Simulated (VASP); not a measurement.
# ZnO (P6_3mc) in VASP: a series of runs

ZnO is run at these levels: PBEsol; tasks: single point.

Everything below comes from runs of VASP 6.6.1. Logs are shortened: lines on timing, memory, paths and dates and some standing lists are left out, and cuts for length are marked.

**The experiment to reproduce.**

From “Electronic structure of alkaline earth and post-transition metal oxides”, 2009, arxiv:0908.1581, for a bulk crystal of ZnO: band gap 3.37 eV.

The results are compared with them further down.

### Step 1. The cell of the first run

Symmetry: P6_3mc, No. 186, hexagonal system. The conventional cell has a = 3.231 Å, b = 3.231 Å, c = 5.215 Å, α = 90.00°, β = 90.00°, γ = 120.00°. Zn (site symmetry 3m) has 4 O at 1.92 to 2.13 Å within 2.6 Å. O (site symmetry 3m) has 4 Zn at 1.92 to 2.13 Å within 2.6 Å.

### Step 2. Single point, PBEsol (c/a of the conventional cell at fixed volume 1.6142)

INCAR reads:

```
ALGO = Normal
EDIFF = 1E-7
ENCUT = 520
GGA = PS
ISIF = 2
ISMEAR = 0
LASPH = T
LCHARG = F
LREAL = F
LWAVE = F
NBANDS = 26
NELM = 100
PREC = Accurate
SIGMA = 0.05
```

KPOINTS reads:

```
k-points
0
Gamma
  9 9 6
```

POSCAR reads:

```
ZnO
1.0
    3.2309318303      0.0000000000      0.0000000000
   -1.6154659151      2.7980690429      0.0000000000
    0.0000000000      0.0000000000      5.2153681419
Zn O
2 2
Direct
    0.3333333333      0.6666666667      0.0015754469
    0.6666666667      0.3333333333      0.5015754469
    0.3333333333      0.6666666667      0.4106854153
    0.6666666667      0.3333333333      0.9106854153
```

Potentials or basis: VASP PAW PBE potentials, release 64 (Zn, O).

Run with:

```console
$ cat potpaw_PBE.64/Zn/POTCAR potpaw_PBE.64/O/POTCAR > POTCAR
$ mpirun -np 1 vasp_std > vasp.out
```

OUTCAR:

```text
EDIFF = 1E-7
   ENCUT = 520
   GGA = PS
   ISIF = 2
   ISMEAR = 0
   LASPH = T
   LREAL = F
   NELM = 100
   PREC = Accurate

 ion  position               nearest neighbor table
   1  0.333  0.667  0.002-   4 1.92   4 1.92   4 1.92   3 2.13
   2  0.667  0.333  0.502-   3 1.92   3 1.92   3 1.92   4 2.13
   3  0.333  0.667  0.411-   2 1.92   2 1.92   2 1.92   1 2.13
   4  0.667  0.333  0.911-   1 1.92   1 1.92   1 1.92   2 2.13

  LATTYP: Found a hexagonal cell.
 ALAT       =     3.2309318303
 C/A-ratio  =     1.6141993752

  Lattice vectors:

 A1 = (   3.2309318303,   0.0000000000,   0.0000000000)
 A2 = (  -1.6154659151,   2.7980690429,   0.0000000000)
 A3 = (   0.0000000000,   0.0000000000,   5.2153681419)

Analysis of symmetry for initial positions (statically):
=====================================================================
 Subroutine PRICEL returns:
 Original cell was already a primitive cell.

 Routine SETGRP: Setting up the symmetry group for a
 hexagonal supercell.

 Subroutine GETGRP returns: Found 12 space group operations
 (whereof  6 operations were pure point group operations)
 out of a pool of 24 trial point group operations.

The static configuration has the point symmetry C_3v.
 The point group associated with its full space group is C_6v.

Analysis of symmetry for dynamics (positions and initial velocities):
=====================================================================
 Subroutine PRICEL returns:
 Original cell was already a primitive cell.

 Routine SETGRP: Setting up the symmetry group for a
 hexagonal supercell.

 Subroutine GETGRP returns: Found 12 space group operations
 (whereof  6 operations were pure point group operations)
 out of a pool of 24 trial point group operations.

The dynamic configuration has the point symmetry C_3v.
 The point group associated with its full space group is C_6v.

 Subroutine INISYM returns: Found 12 space group operations
 (whereof  6 operations are pure point group operations),
 and found     1 'primitive' translations

----------------------------------------------------------------------------------------

                                     Primitive cell

  volume of cell :      47.1489

  direct lattice vectors                    reciprocal lattice vectors
     3.230931830  0.000000000  0.000000000     0.309508232  0.178694661  0.000000000
    -1.615465915  2.798069043  0.000000000     0.000000000  0.357389323  0.000000000
     0.000000000  0.000000000  5.215368142     0.000000000  0.000000000  0.191741019

  length of vectors
     3.230931830  3.230931830  5.215368142     0.357389323  0.357389323  0.191741019

  position of ions in fractional coordinates (direct lattice)
     0.333333333  0.666666667  0.001575447
     0.666666667  0.333333333  0.501575447
     0.333333333  0.666666667  0.410685415
     0.666666667  0.333333333  0.910685415

  ion indices of the primitive-cell ions
   primitive index   ion index
                 1           1
                 2           2
                 3           3
                 4           4

----------------------------------------------------------------------------------------

 KPOINTS: k-points

Automatic generation of k-mesh.
 Grid dimensions read from file:
 generate k-points for:    9    9    6

 Generating k-lattice:

  Cartesian coordinates                     Fractional coordinates (reciprocal lattice)
     0.034389804  0.019854962  0.000000000     0.111111111 -0.000000000  0.000000000
     0.000000000  0.039709925  0.000000000     0.000000000  0.111111111  0.000000000
     0.000000000  0.000000000  0.031956836     0.000000000  0.000000000  0.166666667

  Length of vectors
     0.039709925  0.039709925  0.031956836

  Shift w.r.t. Gamma in fractional coordinates (k-lattice)
     0.000000000  0.000000000  0.000000000

 Subroutine IBZKPT returns following result:
 ===========================================

 Found     48 irreducible k-points:

 Following reciprocal coordinates:
            Coordinates               Weight
  0.000000  0.000000  0.000000      1.000000
  0.111111 -0.000000  0.000000      6.000000
  0.222222 -0.000000  0.000000      6.000000
  0.333333 -0.000000  0.000000      6.000000
  0.444444 -0.000000  0.000000      6.000000
  0.111111  0.111111  0.000000      6.000000
[... 16 lines left out ...]
  0.333333  0.222222  0.166667     24.000000
  0.333333  0.333333  0.166667      4.000000
 [... further k-points ...]
   k-points           NKPTS =     48   k-points in BZ     NKDIM =     48   number of bands    NBANDS=     26
   number of dos      NEDOS =    301   number of ions     NIONS =      4
   total plane-waves  NPLWV =  23040
   dimension x,y,z NGX =    24 NGY =   24 NGZ =   40
   dimension x,y,z NGXF=    48 NGYF=   48 NGZF=   80
   ions per type =               2   2
   NGX,Y,Z   is equivalent  to a cutoff of  12.35, 12.35, 12.75 a.u.
   NGXF,Y,Z  is equivalent  to a cutoff of  24.70, 24.70, 25.50 a.u.
 SYSTEM =  unknown system
   PREC   = accura    normal or accurate (medium, high low for compatibility)
   ISTART =      0    job   : 0-new  1-cont  2-samecut
   ICHARG =      2    charge: 1-file 2-atom 10-const
   ISPIN  =      1    spin polarized calculation?
   LNONCOLLINEAR =      F non collinear calculations
   LSORBIT =      F    spin-orbit coupling
   LASPH  =      T    aspherical Exc in radial PAW
   ENCUT  =  520.0 eV  38.22 Ry    6.18 a.u.   6.01  6.01  9.70*2*pi/ulx,y,z
   NELM   =    100;   NELMIN=  2; NELMDL= -5     # of ELM steps
   EDIFF  = 0.1E-06   stopping-criterion for ELM
   LREAL  =      F    real-space projection
   EDIFFG = 0.1E-05   stopping-criterion for IOM
   NSW    =      0    number of steps for IOM
   IBRION =     -1    ionic relax: 0-MD 1-quasi-New 2-CG
   NFREE  =      0    steps in history (QN), initial steepest desc. (CG)
   ISIF   =      2    stress and relaxation
   ISYM   =      2    0-nonsym 1-usesym 2-fastsym
   POTIM  = 0.5000    time-step for ionic-motion
   TEBEG  =    0.0;   TEEND  =   0.0 temperature during run
   PSTRESS=    0.0 pullay stress
   NELECT =      36.0000    total number of electrons
   NUPDOWN=      -1.0000    fix difference up-down
   EMIN   =  10.00;   EMAX   =-10.00  energy-range for DOS
   EFERMI =   0.00;   METHOD = LEGACY
   ISMEAR =     0;   SIGMA  =   0.05  broadening in eV -4-tet -1-fermi 0-gaus
   EFERMI_NEDOS =   21; number of points for ismear=-14 and -15
   IALGO  =     38    algorithm
   IMIX   =      4    mixing-type and parameters
     AMIX     =   0.40;   BMIX     =  1.00
     AMIX_MAG =   1.60;   BMIX_MAG =  1.00
  volume/ion in A,a.u.               =      11.79        79.54
  Fermi-wavevector in a.u.,A,eV,Ry     =   1.496300  2.827597 30.462260  2.238913
  Thomas-Fermi vector in A             =   2.608334
   LORBIT       =      0    0 simple, 1 ext, 2 COOP (PROOUT), +10 PAW based schemes
   GGA     = PS    functional components
   LHFCALC =     F    Hartree Fock is set to
   AEXX    =    0.0000 exact exchange contribution
   IVDW    =     0    specifies the selected vdW correction
   LEPSILON=     F    determine dielectric tensor
   LRPA    =     F    only Hartree local field effects (RPA)
 non-spin polarized calculation
 Gauss-broadening in eV      SIGMA  =   0.05
  energy-cutoff  :      520.00
  volume of cell :       47.15
 maximum number of plane-waves:      1290
   NGX = 13   NGY = 13   NGZ = 19

 number of electron      36.0000022 magnetization

 Free energy of the ion-electron system (eV)
  ---------------------------------------------------
  ext. energy  EPLUGINS =         0.00000000
  ---------------------------------------------------
  free energy    TOTEN  =       -19.29363407 eV

  energy without entropy =      -19.29363407  energy(sigma->0) =      -19.29363407

 E-fermi :   1.4711     XC(G=0): -11.2316

 val. band max:        1.2032323232   @ k =   0.0000   0.0000   0.0000
 cond. band min:       1.9258435696   @ k =   0.0000   0.0000   0.0000
 fundamental gap:      0.7226112464
 Fermi energy:         1.4711312658

 k-point     1 :       0.0000    0.0000    0.0000
  band No.  band energies     occupation
      1     -17.0114      2.00000
      2     -16.2871      2.00000
      3      -4.8026      2.00000
      4      -4.8026      2.00000
      5      -4.7215      2.00000
      6      -4.7215      2.00000
[... 18 lines left out ...]
     25      15.1573      0.00000
     26      15.1573      0.00000

 k-point     2 :       0.1111   -0.0000    0.0000
  band No.  band energies     occupation
      1     -16.9392      2.00000
      2     -16.2516      2.00000
      3      -4.8743      2.00000
      4      -4.7433      2.00000
      5      -4.7339      2.00000
      6      -4.6548      2.00000
[... 18 lines left out ...]
     25      15.0941      0.00000
     26      15.4218      0.00000

 k-point     3 :       0.2222   -0.0000    0.0000
  band No.  band energies     occupation
      1     -16.7462      2.00000
      2     -16.1657      2.00000
      3      -5.0176      2.00000
      4      -4.7494      2.00000
      5      -4.5879      2.00000
      6      -4.4738      2.00000
[... 18 lines left out ...]
     25      14.5320      0.00000
     26      15.7096      0.00000

 k-point     4 :       0.3333   -0.0000    0.0000
  band No.  band energies     occupation
      1     -16.5012      2.00000
      2     -16.0830      2.00000
      3      -5.0831      2.00000
      4      -4.7704      2.00000
      5      -4.4151      2.00000
      6      -4.2310      2.00000
[... 18 lines left out ...]
     25      14.9656      0.00000
     26      15.4829      0.00000
[... 496 lines left out ...]
      1     -16.3600      2.00000
      2     -16.0772      2.00000
      3      -4.9015      2.00000
      4      -4.7132      2.00000
      5      -4.3978      2.00000
      6      -4.3162      2.00000
[... 18 lines left out ...]
     25      12.9167      0.00000
     26      16.1975      0.00000

 k-point    23 :       0.3333    0.2222    0.1667
  band No.  band energies     occupation
      1     -16.2038      2.00000
      2     -16.0645      2.00000
      3      -4.7006      2.00000
      4      -4.5805      2.00000
      5      -4.3508      2.00000
      6      -4.1875      2.00000
[... 18 lines left out ...]
     25      13.5913      0.00000
     26      15.3234      0.00000

 k-point    24 :       0.3333    0.3333    0.1667
  band No.  band energies     occupation
      1     -16.1054      2.00000
      2     -16.1054      2.00000
      3      -4.5081      2.00000
      4      -4.3860      2.00000
      5      -4.3860      2.00000
      6      -4.1383      2.00000
[... 18 lines left out ...]
     25      14.2717      0.00000
     26      15.5820      0.00000

 [... further k-points ...]
[... 5 lines left out ...]
  --------------------------------------------------------------------------------------
  -------------------------------------------------------------------------------------
  Total        1.7436480      1.7436480     -1.3520887      0.0000000      0.0000000      0.0000000
  in kB       59.2513453     59.2513453    -45.9456671      0.0000000      0.0000000      0.0000000
  external PRESSURE =      24.1856745 kB  Pullay stress =       0.0000000 kB

 VOLUME and BASIS-vectors are now :
 -----------------------------------------------------------------------------
  energy-cutoff  :      520.00
  volume of cell :       47.15
      direct lattice vectors                 reciprocal lattice vectors
     3.230931830  0.000000000  0.000000000     0.309508232  0.178694661  0.000000000
    -1.615465915  2.798069043  0.000000000     0.000000000  0.357389323  0.000000000
     0.000000000  0.000000000  5.215368142     0.000000000  0.000000000  0.191741019

 POSITION                                       TOTAL-FORCE (eV/Angst)
 -----------------------------------------------------------------------------------
     -0.00000      1.86538      0.00822         0.000000      0.000000      0.612533
      1.61547      0.93269      2.61590         0.000000     -0.000000      0.612533
     -0.00000      1.86538      2.14188         0.000000      0.000000     -0.612533
      1.61547      0.93269      4.74956        -0.000000      0.000000     -0.612533
 -----------------------------------------------------------------------------------
    total drift:                               -0.000001     -0.000001      0.002532

  FREE ENERGIE OF THE ION-ELECTRON SYSTEM (eV)
  ---------------------------------------------------
  free  energy   TOTEN  =       -19.2936340741 eV

  energy  without entropy=      -19.2936340741  energy(sigma->0) =      -19.29363407
```

Wall time 51 s (1 thread of AMD EPYC 7R43 (Zen 3), shared host); peak memory 0.15 GiB.

What came out:

* Free energy: -19.2936 eV
* Pressure: 2.4 GPa
* Largest force: 0.613 eV/Å
* Band gap on the k mesh: 0.72 eV, direct

Forces in eV/Å, atoms in the order of the input:
```
Zn   0.000  0.000  0.613
Zn   0.000  0.000  0.613
O    0.000  0.000 -0.613
O    0.000  0.000 -0.613
```

Levels at points of the mesh, in eV from the valence-band top:
```
           k point  band 15  band 16  band 17  band 18  band 19  band 20  band 21  band 22
(0.00, 0.00, 0.00)    -0.59    -0.43     0.00     0.00     0.72     4.96     7.94    12.73
(0.00, 0.00, 0.50)    -0.29    -0.29    -0.29    -0.29     3.33     3.33     9.71     9.71
```

Caveat: the PAW data sets were made with another functional, which shifts forces and pressure a little.

### Step 3. Single point, PBEsol (c/a of the conventional cell at fixed volume 1.5281)

INCAR reads:

```
SYSTEM = ZnO
ALGO = Normal
EDIFF = 1E-7
ENCUT = 520
GGA = PS
ISIF = 2
ISMEAR = 0
LASPH = .True.
LCHARG = .False.
LREAL = .False.
LWAVE = .False.
NBANDS = 26
NELM = 60
PREC = Accurate
SIGMA = 0.05
```

KPOINTS reads:

```
k-points
0
Gamma
  9 9 6
  0 0 0
```

POSCAR reads:

```
ZnO
1.0
    3.2905078253      0.0000000000      0.0000000000
   -1.6452539126      2.8496633681      0.0000000000
    0.0000000000      0.0000000000      5.0282250078
Zn O
2 2
Direct
    0.3333333333      0.6666666667      0.0015754469
    0.6666666667      0.3333333333      0.5015754469
    0.3333333333      0.6666666667      0.4106854153
    0.6666666667      0.3333333333      0.9106854153
```

Potentials or basis: VASP PAW PBE potentials, release 64 (Zn, O).

Run with:

```console
$ cat potpaw_PBE.64/Zn/POTCAR potpaw_PBE.64/O/POTCAR > POTCAR
$ mpirun -np 1 vasp_std > vasp.out
```

Wall time 52 s (1 thread of AMD EPYC 7R43 (Zen 3), shared host); peak memory 0.15 GiB.

The run converged. Its results:

- Free energy: -19.3548 eV
- Pressure: 0.3 GPa
- Largest force: 0.336 eV/Å
- Band gap on the k mesh: 0.76 eV, direct

Forces on the atoms (eV/Å):
```
Zn   0.000  0.000  0.336
Zn   0.000  0.000  0.336
O    0.000  0.000 -0.336
O    0.000  0.000 -0.336
```

Stress tensor (GPa, compression positive):
```
 0.61  0.00  0.00
 0.00  0.61  0.00
 0.00  0.00 -0.17
```

Levels at points of the mesh, in eV from the valence-band top:
```
           k point  band 16  band 17  band 18  band 19  band 20  band 21
(0.00, 0.00, 0.00)    -0.27     0.00     0.00     0.76     4.89     8.49
(0.00, 0.00, 0.50)    -0.34    -0.34    -0.34     3.48     3.48    10.17
```

Caveat: the PAW data sets were made with another functional, which shifts forces and pressure a little.

### Step 4. Single point, PBEsol

INCAR reads:

```
ALGO = Normal
EDIFF = 1E-6
ENCUT = 520
GGA = PS
ISIF = 2
ISMEAR = 0
LASPH = True
LCHARG = False
LREAL = False
LWAVE = False
NBANDS = 26
NELM = 60
PREC = Accurate
SIGMA = 0.05
```

KPOINTS reads:

```
k-points
0
Gamma
  9 9 6
```

POSCAR reads:

```
ZnO
1.0
    3.2309318303      0.0000000000      0.0000000000
   -1.6154659151      2.7980690429      0.0000000000
    0.0000000000      0.0000000000      5.2153681419
Zn O
2 2
Direct
    0.3333333333      0.6666666667      0.0015754469
    0.6666666667      0.3333333333      0.5015754469
    0.3333333333      0.6666666667      0.3805245531
    0.6666666667      0.3333333333      0.8805245531
```

Run with:

```console
$ cat potpaw_PBE.64/Zn/POTCAR potpaw_PBE.64/O/POTCAR > POTCAR
$ mpirun -np 1 vasp_std > vasp.out
```

Run time: 64 s. Hardware: 1 thread of Intel Xeon 8259CL, shared host; peak memory 0.18 GiB.

The run converged. Its results:

```yaml
Free_energy: -19.4107 eV
Pressure: 0.6 GPa
Band_gap_on_the_k_mesh: 0.69 eV, direct
```

Levels at points of the mesh, in eV from the valence-band top:
| k point | band 16 | band 17 | band 18 | band 19 | band 20 | band 21 |
| --- | --- | --- | --- | --- | --- | --- |
| (0.00, 0.00, 0.00) | -0.09 | 0.00 | 0.00 | 0.69 | 5.15 | 8.10 |
| (0.00, 0.00, 0.50) | -0.40 | -0.40 | -0.40 | 3.38 | 3.38 | 9.95 |

Caveat: the PAW data sets were made with another functional, which shifts forces and pressure a little.

(Part 1 of 3 ends here.)
